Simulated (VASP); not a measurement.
Input of a VASP 6.6.1 run:

The input INCAR:

```
SYSTEM = NaH3
  ALGO = Normal
  EDIFF = 1E-6
  ENCUT = 500
  GGA = PE
  GGA_COMPAT = .FALSE.
  ISIF = 2
  ISMEAR = 0
  LASPH = .TRUE.
  LCHARG = .FALSE.
  LREAL = .FALSE.
  LWAVE = .FALSE.
  NBANDS = 20
  NELM = 120
  PREC = Accurate
  SIGMA = 0.02
```

KPOINTS

```
k-points
0
G
  6 6 6
  0 0 0
```

Contents of POSCAR:

```
NaH3
1.0
    6.2930960994     -2.2935450869     -0.0000097737
    6.2930960994      2.2935450869     -0.0000097737
   -1.5470159666      0.0000000000      4.2897113240
Na H
2 6
Direct
    0.2498188967      0.7501811033      0.7500000000
    0.7501811033      0.2498188967      0.2500000000
    0.5333557440      0.9633261421      0.0729899682
    0.7497685756      0.2502314244      0.7500000000
    0.0366738579      0.4666442560      0.4270100318
    0.9633261421      0.5333557440      0.5729899682
    0.4666442560      0.0366738579      0.9270100318
    0.2502314244      0.7497685756      0.2500000000
```

Potentials or basis: VASP PAW PBE potentials, release 64 (Na_pv, H).

Run with:

```sh
$ cat potpaw_PBE.64/Na_pv/POTCAR potpaw_PBE.64/H/POTCAR > POTCAR
$ mpirun -np 1 vasp_std > vasp.out
```

Question: Estimate the pressure.

Answer: -0.1 GPa.

Question: Predict the band gap on the k mesh.

Answer: 3.00 eV (least direct gap 3.12 eV).

Forces in eV/Å, atoms in the order of the input:
```
Na   0.000  0.000  0.000
Na   0.000  0.000  0.000
H    0.003  0.003 -0.012
H    0.000 -0.001  0.000
H   -0.003  0.003  0.012
H    0.003 -0.003 -0.012
H   -0.003 -0.003  0.012
H    0.000  0.001  0.000
```

A k mesh can miss the band edges.
